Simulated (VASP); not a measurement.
Here is a VASP 6.6.1 calculation.

Contents of POSCAR:

```
Ge
1.0
    0.0000000000      2.8251929593      2.8251929593
    2.8251929593      0.0000000000      2.8251929593
    2.8251929593      2.8251929593      0.0000000000
Ge
2
Direct
    0.7500000000      0.7500000000      0.7500000000
    0.5000000000      0.5000000000      0.5000000000
```

File INCAR.step1:

```
SYSTEM = Ge
  PREC = Accurate
  ENCUT = 520
  ISMEAR = -1
  SIGMA = 0.05
  LREAL = .FALSE.
  LASPH = .TRUE.
  NELM = 80
  NBANDS = 21
  GGA = PE
  ALGO = Normal
  EDIFF = 1E-4
  LWAVE = .TRUE.
  LCHARG = .FALSE.
```

File INCAR.step2:

```
SYSTEM = Ge
  PREC = Accurate
  ENCUT = 520
  EDIFF = 1E-6
  ISMEAR = -1
  SIGMA = 0.05
  LREAL = .FALSE.
  LASPH = .TRUE.
  NELM = 80
  ALGO = Normal
  ISIF = 2
  LWAVE = .FALSE.
  LCHARG = .FALSE.
  METAGGA = R2SCAN
  LMIXTAU = .TRUE.
  IVDW = 12
  VDW_S6 = 1.0
  VDW_S8 = 0.78981345
  VDW_A1 = 0.49484001
  VDW_A2 = 5.73083694
  NBANDS = 21
  ISTART = 1
```

Contents of KPOINTS:

```
regular mesh
0
G
  8 8 8
  0 0 0
```

Potentials or basis: VASP PAW PBE potentials, release 64 (Ge_d).

Launch:

```bash
$ cat potpaw_PBE.64/Ge_d/POTCAR > POTCAR
$ cp INCAR.step1 INCAR
$ mpirun -np 1 vasp_std > vasp.out
$ cp INCAR.step2 INCAR
$ mpirun -np 1 vasp_std > vasp.out
```

Estimate the pressure.

0.0 GPa.

Predict the dispersion energy per atom.

-0.139 eV.

Caveat: the PAW data sets were made with another functional, which shifts forces and pressure a little.

**Experimental background.**

“Electronic and optical properties of SixGe1-x-ySny alloys lattice-matched to Ge”, 2021, arxiv:2109.02782 reports, for a bulk crystal of Ge at 293 K: band gap 0.666 eV (indirect).

Against the measured gap of Ge, 0.666 eV (indirect; 293 K; “Electronic and optical properties of SixGe1-x-ySny alloys lattice-matched to Ge”, 2021, arxiv:2109.02782), the calculated 0.44 eV is off by -0.22 eV. 3 values of this kind are on record (0.666 to 0.807 eV); this one was drawn at random among those near their median. Spin-orbit coupling on Ge is left out. The value is that of r2SCAN+D3(BJ) on a finite k mesh, which can miss the band edges, without temperature or zero-point motion.
